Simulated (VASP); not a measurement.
SrP10:

```xyz
11
Lattice="0.0000 4.6314 4.6314 4.6314 0.0000 4.6314 4.6314 4.6314 0.0000" Properties=species:S:1:pos:R:3 pbc="T T T"
Sr    4.6314    4.6314    4.6314
P     2.3157    2.3157    2.3157
P     8.2067    8.2067    8.2067
P     5.6875    5.6875    8.2067
P     5.6875    8.2067    5.6875
P     8.2067    5.6875    5.6875
P     1.0561    3.5753    3.5753
P     3.5753    3.5753    1.0561
P     3.5753    1.0561    3.5753
P     1.0561    1.0561    1.0561
P     6.9471    6.9471    6.9471
```

| Quantity | Value |
| --- | --- |
| Program | VASP 6.6.1 |
| Task | relaxation of cell and atoms |
| Functional | PBE |
| Potentials or basis | VASP PAW PBE potentials, release 64 (Sr_sv, P) |
| Cutoff | 600 eV |
| k mesh | 4 × 4 × 4 |
| Occupations | gaussian, width 0.1 eV |
| Spin | no spin polarisation |

At the start: pressure 18.1 GPa; volume 18.06 Å³/atom.

Q: How do energy, volume and symmetry change on relaxing?

A: Over 7 steps the energy falls by 275.4 meV/atom and the volume is 23.17 Å³/atom (+28.3 %); space group Fm-3m (No. 225, to 0.05 Å).

The path:
```csv
step,energy change (eV),largest force (eV/Å),pressure (GPa),volume (Å³)
1,0.0000,2.5981,18.13,198.68
2,-2.5712,0.8683,-1.98,263.44
3,-2.8167,0.5808,1.71,243.19
4,-2.8178,0.6119,1.34,245.00
5,-2.9573,0.4304,0.00,252.87
6,-2.9934,0.2823,-0.91,258.78
7,-3.0290,0.0248,0.05,254.88
```

Final structure:
```
Sr P
1.0
     0.00000    5.03230    5.03230
     5.03230    0.00000    5.03230
     5.03230    5.03230    0.00000
Sr P
1 10
Cartesian
  5.0323 5.0323 5.0323
  2.5162 2.5162 2.5162
  8.8942 8.8942 8.8942
  6.2027 6.2027 8.8942
  6.2027 8.8942 6.2027
  8.8942 6.2027 6.2027
  1.1704 3.8619 3.8619
  3.8619 3.8619 1.1704
  3.8619 1.1704 3.8619
  1.1704 1.1704 1.1704
  7.5485 7.5485 7.5485
```

Caveat: the volume moved by over 15 % at a fixed basis, so the end points are rough.
